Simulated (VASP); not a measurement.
# Nb8H (Fm-3m) in VASP: a series of runs

Runs on Nb8H. Level: PBE. Tasks: single point, relaxation of cell and atoms.

Everything below comes from runs of VASP 6.6.1. Logs are shortened: lines on timing, memory, paths and dates and some standing lists are left out, and cuts for length are marked.

### 1 The cell of the first run

It takes space group Fm-3m (No. 225, cubic). Conventional cell: a = 8.478 Å, b = 8.478 Å, c = 8.478 Å, α = 90.00°, β = 90.00°, γ = 90.00°. Within 3.9 Å of Nb (site symmetry -43m) lie 12 Nb at 3.00 Å and 4 H at 3.67 Å. Nb (site symmetry 4mm) has 1 H at 2.14 Å within 2.8 Å. H (site symmetry m-3m) has 6 Nb at 2.14 Å within 2.8 Å.

### 2 Single point, PBE

INCAR reads:

```
SYSTEM = Nb8H
ALGO = Fast
EDIFF = 1E-7
ENCUT = 520
GGA = PE
ISIF = 2
ISMEAR = 0
LASPH = .TRUE.
LCHARG = .TRUE.
LELF = .TRUE.
LREAL = .FALSE.
LVHAR = .TRUE.
LWAVE = .FALSE.
NBANDS = 62
NELM = 60
PREC = Accurate
SIGMA = 0.1
```

KPOINTS reads:

```
k-points
0
G
  6 6 6
  0 0 0
```

POSCAR reads:

```
Nb8H
1.0
    0.0000000000      4.2388990517      4.2388990517
    4.2388990517      0.0000000000      4.2388990517
    4.2388990517      4.2388990517      0.0000000000
Nb H
8 1
Direct
    0.0000000000      0.0000000000      0.0000000000
   -0.0025334491     -0.0025334491      0.5025334491
   -0.0025334491      0.5025334491     -0.0025334491
   -0.0025334491      0.5025334491      0.5025334491
    0.5025334491     -0.0025334491     -0.0025334491
    0.5025334491     -0.0025334491      0.5025334491
    0.5025334491      0.5025334491     -0.0025334491
    0.5000000000      0.5000000000      0.5000000000
    0.2500000000      0.2500000000      0.2500000000
```

Potentials or basis: VASP PAW PBE potentials, release 64 (Nb_sv, H).

Run with:

```bash
cat potpaw_PBE.64/Nb_sv/POTCAR potpaw_PBE.64/H/POTCAR > POTCAR
mpirun -np 1 vasp_std > vasp.out
```

OUTCAR:

```text
SYSTEM = Nb8H
   EDIFF = 1E-7
   ENCUT = 520
   GGA = PE
   ISIF = 2
   ISMEAR = 0
   LASPH = .TRUE.
   LREAL = .FALSE.
   NELM = 60
   PREC = Accurate

 ion  position               nearest neighbor table
   1  0.000  0.000  0.000-   7 3.00   7 3.00   2 3.00   2 3.00   4 3.00   6 3.00   5 3.00   4 3.00
                             6 3.00   3 3.00   3 3.00   5 3.00
   2  0.997  0.997  0.503-   3 2.97   4 2.97   5 2.97   6 2.97   8 3.00   1 3.00   8 3.00   1 3.00
                             6 3.03   3 3.03   5 3.03   4 3.03
   3  0.997  0.503  0.997-   2 2.97   4 2.97   5 2.97   7 2.97   8 3.00   1 3.00   8 3.00   1 3.00
                             5 3.03   4 3.03   2 3.03   7 3.03
   4  0.997  0.503  0.503-   2 2.97   3 2.97   6 2.97   7 2.97   8 3.00   8 3.00   1 3.00   1 3.00
                             6 3.03   3 3.03   7 3.03   2 3.03
   5  0.503  0.997  0.997-   2 2.97   3 2.97   6 2.97   7 2.97   8 3.00   1 3.00   8 3.00   1 3.00
                             6 3.03   3 3.03   2 3.03   7 3.03
   6  0.503  0.997  0.503-   2 2.97   4 2.97   5 2.97   7 2.97   8 3.00   8 3.00   1 3.00   1 3.00
                             5 3.03   4 3.03   7 3.03   2 3.03
   7  0.503  0.503  0.997-   3 2.97   4 2.97   5 2.97   6 2.97   8 3.00   8 3.00   1 3.00   1 3.00
                             5 3.03   4 3.03   6 3.03   3 3.03
   8  0.500  0.500  0.500-   7 3.00   7 3.00   2 3.00   2 3.00   5 3.00   6 3.00   4 3.00   5 3.00
                             6 3.00   3 3.00   3 3.00   4 3.00
   9  0.250  0.250  0.250-

  LATTYP: Found a face centered cubic cell.
 ALAT       =     8.4777981034

  Lattice vectors:

 A1 = (   0.0000000000,   4.2388990517,   4.2388990517)
 A2 = (   4.2388990517,   0.0000000000,   4.2388990517)
 A3 = (   4.2388990517,   4.2388990517,   0.0000000000)

Analysis of symmetry for initial positions (statically):
=====================================================================
 Subroutine PRICEL returns:
 Original cell was already a primitive cell.

 Routine SETGRP: Setting up the symmetry group for a
 face centered cubic supercell.

 Subroutine GETGRP returns: Found 48 space group operations
 (whereof 24 operations were pure point group operations)
 out of a pool of 48 trial point group operations.

The static configuration has the point symmetry T_d .
 The point group associated with its full space group is O_h .

Analysis of symmetry for dynamics (positions and initial velocities):
=====================================================================
 Subroutine PRICEL returns:
 Original cell was already a primitive cell.

 Routine SETGRP: Setting up the symmetry group for a
 face centered cubic supercell.

 Subroutine GETGRP returns: Found 48 space group operations
 (whereof 24 operations were pure point group operations)
 out of a pool of 48 trial point group operations.

The dynamic configuration has the point symmetry T_d .
 The point group associated with its full space group is O_h .

 Subroutine INISYM returns: Found 48 space group operations
 (whereof 24 operations are pure point group operations),
 and found     1 'primitive' translations

----------------------------------------------------------------------------------------

                                     Primitive cell

  volume of cell :     152.3313

  direct lattice vectors                    reciprocal lattice vectors
     0.000000000  4.238899052  4.238899052    -0.117955156  0.117955156  0.117955156
     4.238899052  0.000000000  4.238899052     0.117955156 -0.117955156  0.117955156
     4.238899052  4.238899052  0.000000000     0.117955156  0.117955156 -0.117955156

  length of vectors
     5.994708528  5.994708528  5.994708528     0.204304324  0.204304324  0.204304324

  position of ions in fractional coordinates (direct lattice)
     0.000000000  0.000000000  0.000000000
     0.997466551  0.997466551  0.502533449
     0.997466551  0.502533449  0.997466551
     0.997466551  0.502533449  0.502533449
     0.502533449  0.997466551  0.997466551
     0.502533449  0.997466551  0.502533449
     0.502533449  0.502533449  0.997466551
     0.500000000  0.500000000  0.500000000
     0.250000000  0.250000000  0.250000000

  ion indices of the primitive-cell ions
   primitive index   ion index
                 1           1
                 2           2
                 3           3
                 4           4
                 5           5
                 6           6
                 7           7
                 8           8
                 9           9

----------------------------------------------------------------------------------------

 KPOINTS: k-points

Automatic generation of k-mesh.
 Grid dimensions read from file:
 generate k-points for:    6    6    6

 Generating k-lattice:

  Cartesian coordinates                     Fractional coordinates (reciprocal lattice)
    -0.019659193  0.019659193  0.019659193     0.166666667  0.000000000  0.000000000
     0.019659193 -0.019659193  0.019659193     0.000000000  0.166666667  0.000000000
     0.019659193  0.019659193 -0.019659193     0.000000000  0.000000000  0.166666667

  Length of vectors
     0.034050721  0.034050721  0.034050721

  Shift w.r.t. Gamma in fractional coordinates (k-lattice)
     0.000000000  0.000000000  0.000000000

 Subroutine IBZKPT returns following result:
 ===========================================

 Found     16 irreducible k-points:

 Following reciprocal coordinates:
            Coordinates               Weight
  0.000000  0.000000  0.000000      1.000000
  0.166667  0.000000  0.000000      8.000000
  0.333333  0.000000  0.000000      8.000000
  0.500000  0.000000  0.000000      4.000000
  0.166667  0.166667  0.000000      6.000000
  0.333333  0.166667  0.000000     24.000000
[... 8 lines left out ...]
 -0.333333  0.333333  0.166667     24.000000
 -0.333333  0.500000  0.166667     12.000000
   k-points           NKPTS =     16   k-points in BZ     NKDIM =     16   number of bands    NBANDS=     62
   number of dos      NEDOS =    301   number of ions     NIONS =      9
   total plane-waves  NPLWV = 110592
   dimension x,y,z NGX =    48 NGY =   48 NGZ =   48
   dimension x,y,z NGXF=    96 NGYF=   96 NGZF=   96
   ions per type =               8   1
   NGX,Y,Z   is equivalent  to a cutoff of  13.31, 13.31, 13.31 a.u.
   NGXF,Y,Z  is equivalent  to a cutoff of  26.62, 26.62, 26.62 a.u.
 SYSTEM =  Nb8H
   PREC   = accura    normal or accurate (medium, high low for compatibility)
   ISTART =      0    job   : 0-new  1-cont  2-samecut
   ICHARG =      2    charge: 1-file 2-atom 10-const
   ISPIN  =      1    spin polarized calculation?
   LNONCOLLINEAR =      F non collinear calculations
   LSORBIT =      F    spin-orbit coupling
   LASPH  =      T    aspherical Exc in radial PAW
   ENCUT  =  520.0 eV  38.22 Ry    6.18 a.u.  11.15 11.15 11.15*2*pi/ulx,y,z
   NELM   =     60;   NELMIN=  2; NELMDL= -5     # of ELM steps
   EDIFF  = 0.1E-06   stopping-criterion for ELM
   LREAL  =      F    real-space projection
   EDIFFG = 0.1E-05   stopping-criterion for IOM
   NSW    =      0    number of steps for IOM
   IBRION =     -1    ionic relax: 0-MD 1-quasi-New 2-CG
   NFREE  =      0    steps in history (QN), initial steepest desc. (CG)
   ISIF   =      2    stress and relaxation
   ISYM   =      2    0-nonsym 1-usesym 2-fastsym
   POTIM  = 0.5000    time-step for ionic-motion
   TEBEG  =    0.0;   TEEND  =   0.0 temperature during run
   PSTRESS=    0.0 pullay stress
   NELECT =     105.0000    total number of electrons
   NUPDOWN=      -1.0000    fix difference up-down
   EMIN   =  10.00;   EMAX   =-10.00  energy-range for DOS
   EFERMI =   0.00;   METHOD = LEGACY
   ISMEAR =     0;   SIGMA  =   0.10  broadening in eV -4-tet -1-fermi 0-gaus
   EFERMI_NEDOS =   21; number of points for ismear=-14 and -15
   IALGO  =     68    algorithm
   IMIX   =      4    mixing-type and parameters
     AMIX     =   0.40;   BMIX     =  1.00
     AMIX_MAG =   1.60;   BMIX_MAG =  1.00
  volume/ion in A,a.u.               =      16.93       114.22
  Fermi-wavevector in a.u.,A,eV,Ry     =   1.446133  2.732795 28.453867  2.091300
  Thomas-Fermi vector in A             =   2.564236
   LORBIT       =      0    0 simple, 1 ext, 2 COOP (PROOUT), +10 PAW based schemes
   GGA     = PE    functional components
   LHFCALC =     F    Hartree Fock is set to
   AEXX    =    0.0000 exact exchange contribution
   IVDW    =     0    specifies the selected vdW correction
   LEPSILON=     F    determine dielectric tensor
   LRPA    =     F    only Hartree local field effects (RPA)
 non-spin polarized calculation
 RMM-DIIS sequential band-by-band and
 Gauss-broadening in eV      SIGMA  =   0.10
  energy-cutoff  :      520.00
  volume of cell :      152.33
 maximum number of plane-waves:      4128
 NGX is ok and might be reduce to    48
   NGX = 23   NGY = 23   NGZ = 23

 number of electron     105.0000002 magnetization

 Free energy of the ion-electron system (eV)
  ---------------------------------------------------
  ext. energy  EPLUGINS =         0.00000000
  ---------------------------------------------------
  free energy    TOTEN  =       -83.00626218 eV

  energy without entropy =      -82.93329782  energy(sigma->0) =      -82.96978000

 E-fermi :  10.8902     XC(G=0): -12.2914

 val. band max:       10.8854247717   @ k =  -0.3333   0.5000   0.1667
 cond. band min:      10.8911234504   @ k =   0.1667   0.1667   0.0000
 fundamental gap:      0.0056986787
 Fermi energy:        10.8901889734

 k-point     1 :       0.0000    0.0000    0.0000
  band No.  band energies     occupation
      1     -43.9285      2.00000
      2     -43.7464      2.00000
      3     -43.7464      2.00000
      4     -43.7464      2.00000
      5     -43.7396      2.00000
      6     -43.6862      2.00000
[... 54 lines left out ...]
     61      14.2713      0.00000
     62      14.2713      0.00000

 k-point     2 :       0.1667    0.0000    0.0000
  band No.  band energies     occupation
      1     -43.9164      2.00000
      2     -43.7577      2.00000
      3     -43.7425      2.00000
      4     -43.7425      2.00000
      5     -43.7369      2.00000
      6     -43.6902      2.00000
[... 909 lines left out ...]
      6     -43.7132      2.00000
[... 54 lines left out ...]
     61      12.7105      0.00000
     62      12.8049      0.00000

------------------------ aborting loop because EDIFF is reached ----------------------------------------

  FORCE on cell =-STRESS in cart. coord.  units (eV):
  Direction    XX          YY          ZZ          XY          YZ          ZX
  --------------------------------------------------------------------------------------
  -------------------------------------------------------------------------------------
  Total       -0.3159359     -0.3159359     -0.3159359      0.0000000      0.0000000     -0.0000000
  in kB       -3.3229238     -3.3229238     -3.3229238      0.0000000      0.0000000     -0.0000000
  external PRESSURE =      -3.3229238 kB  Pullay stress =       0.0000000 kB

 VOLUME and BASIS-vectors are now :
 -----------------------------------------------------------------------------
  energy-cutoff  :      520.00
  volume of cell :      152.33
      direct lattice vectors                 reciprocal lattice vectors
     0.000000000  4.238899052  4.238899052    -0.117955156  0.117955156  0.117955156
     4.238899052  0.000000000  4.238899052     0.117955156 -0.117955156  0.117955156
     4.238899052  4.238899052  0.000000000     0.117955156  0.117955156 -0.117955156

 POSITION                                       TOTAL-FORCE (eV/Angst)
 -----------------------------------------------------------------------------------
      0.00000      0.00000      0.00000        -0.000000     -0.000000     -0.000000
      6.35835      6.35835      8.45632        -0.000000     -0.000000     -0.000260
      6.35835      8.45632      6.35835        -0.000000     -0.000260     -0.000000
      4.26038      6.35835      6.35835         0.000260     -0.000000     -0.000000
      8.45632      6.35835      6.35835        -0.000260     -0.000000     -0.000000
      6.35835      4.26038      6.35835        -0.000000      0.000260     -0.000000
      6.35835      6.35835      4.26038        -0.000000     -0.000000      0.000260
      4.23890      4.23890      4.23890        -0.000000     -0.000000     -0.000000
      2.11945      2.11945      2.11945        -0.000000     -0.000000     -0.000000
 -----------------------------------------------------------------------------------
    total drift:                                0.000000      0.000000      0.000000

  FREE ENERGIE OF THE ION-ELECTRON SYSTEM (eV)
  ---------------------------------------------------
  free  energy   TOTEN  =       -83.0062621797 eV

  energy  without entropy=      -82.9332978197  energy(sigma->0) =      -82.96978000
```

Run time: 23 min. Hardware: 1 thread of AMD EPYC 7R13, shared host; peak memory 0.35 GiB.

What came out:

- Free energy: -83.0063 eV
- Pressure: -0.3 GPa
- Band gap on the k mesh: zero (an odd number of electrons rules out a gap without spin polarisation)

Levels at points of the mesh, in eV from the Fermi level:
| k point | band 48 | band 49 | band 50 | band 51 | band 52 | band 53 | band 54 | band 55 | band 56 | band 57 |
| --- | --- | --- | --- | --- | --- | --- | --- | --- | --- | --- |
| (0.00, 0.00, 0.00) | -0.09 | -0.09 | -0.09 | -0.06 | -0.06 | 0.07 | 0.07 | 0.07 | 1.31 | 1.31 |
| (0.50, 0.00, 0.00) | -0.63 | -0.21 | -0.21 | -0.15 | -0.05 | -0.05 | 0.00 | 0.42 | 0.42 | 0.43 |
| (0.50, 0.50, 0.00) | -1.17 | -1.16 | -1.13 | -1.13 | -1.01 | -1.01 | -0.96 | 0.43 | 0.61 | 1.11 |

### 3 Relaxation of cell and atoms, PBE

This run uses another cell than the first one, of 16.88 Å³/atom.

INCAR reads:

```
ALGO = Fast
EDIFF = 1E-6
EDIFFG = -0.025
ENCUT = 600
GGA = PE
IBRION = 2
ISIF = 3
ISMEAR = 0
LASPH = True
LCHARG = False
LREAL = False
LWAVE = False
NELM = 80
NSW = 90
PREC = Accurate
SIGMA = 0.1
```

KPOINTS reads:

```
k-points
0
Gamma
  6 6 6
```

POSCAR reads:

```
Nb8H
1.0
    0.0000000000      4.2352560966      4.2352560966
    4.2352560966      0.0000000000      4.2352560966
    4.2352560966      4.2352560966      0.0000000000
Nb H
8 1
Direct
    0.0000000000      0.0000000000      0.0000000000
   -0.0028352950     -0.0028352950      0.5028352950
   -0.0028352950      0.5028352950     -0.0028352950
   -0.0028352950      0.5028352950      0.5028352950
    0.5028352950     -0.0028352950     -0.0028352950
    0.5028352950     -0.0028352950      0.5028352950
    0.5028352950      0.5028352950     -0.0028352950
    0.5000000000      0.5000000000      0.5000000000
    0.2500000000      0.2500000000      0.2500000000
```

Potentials or basis: VASP PAW PBE potentials, release 64 (Nb_sv, H).

Run with:

```bash
cat potpaw_PBE.64/Nb_sv/POTCAR potpaw_PBE.64/H/POTCAR > POTCAR
mpirun -np 1 vasp_std > vasp.out
```

Run time: 28 min. Hardware: 1 thread of AMD EPYC 7R13, shared host; peak memory 0.39 GiB.

Results (log left out):

* Free energy: -83.0058 eV
* Relaxed volume: 16.90 Å³/atom
* Relaxed cell: a = 5.992 Å, b = 5.992 Å, c = 5.992 Å, α = 60.00°, β = 60.00°, γ = 60.00°
* Space group after relaxing (to 0.1 Å): Fm-3m (No. 225)
* Energy gained by relaxing: 0.0 meV/atom
* Ionic steps: 2
* Pressure after relaxing: -0.1 GPa
* Largest force after relaxing: 0.005 eV/Å
* Band gap on the k mesh: zero (an odd number of electrons rules out a gap without spin polarisation)

Forces in eV/Å, atoms in the order of the input:
```
Nb   0.000  0.000  0.000
Nb   0.000  0.000 -0.005
Nb   0.000 -0.005  0.000
Nb   0.005  0.000  0.000
Nb  -0.005  0.000  0.000
Nb   0.000  0.005  0.000
Nb   0.000  0.000  0.005
Nb   0.000  0.000  0.000
H    0.000  0.000  0.000
```

Step by step:
| step | energy change (eV) | largest force (eV/Å) | pressure (GPa) | volume (Å³) |
| --- | --- | --- | --- | --- |
| 1 | 0.0000 | 0.0569 | 0.09 | 151.94 |
| 2 | -0.0004 | 0.0054 | -0.11 | 152.14 |

Final structure:
```yaml
crystal:
  lattice:
    - [0.00000, 4.23713, 4.23713]
    - [4.23713, 0.00000, 4.23713]
    - [4.23713, 4.23713, 0.00000]
  atoms:
    - { symbol: Nb, position: [0.00000, 0.00000, 0.00000] }
    - { symbol: Nb, position: [0.99749, 0.99749, 0.50251] }
    - { symbol: Nb, position: [0.99749, 0.50251, 0.99749] }
    - { symbol: Nb, position: [0.99749, 0.50251, 0.50251] }
    - { symbol: Nb, position: [0.50251, 0.99749, 0.99749] }
    - { symbol: Nb, position: [0.50251, 0.99749, 0.50251] }
    - { symbol: Nb, position: [0.50251, 0.50251, 0.99749] }
    - { symbol: Nb, position: [0.50000, 0.50000, 0.50000] }
    - { symbol: H, position: [0.25000, 0.25000, 0.25000] }
```

Levels at points of the mesh, in eV from the Fermi level:
```tsv
k point	band 49	band 50	band 51	band 52	band 53	band 54	band 55	band 56
(0.00, 0.00, 0.00)	-0.09	-0.09	-0.06	-0.06	0.07	0.07	0.07	1.32
(0.50, 0.00, 0.00)	-0.21	-0.21	-0.15	-0.05	-0.05	0.00	0.42	0.42
(0.50, 0.50, 0.00)	-1.16	-1.13	-1.13	-1.01	-1.01	-0.96	0.43	0.61
```
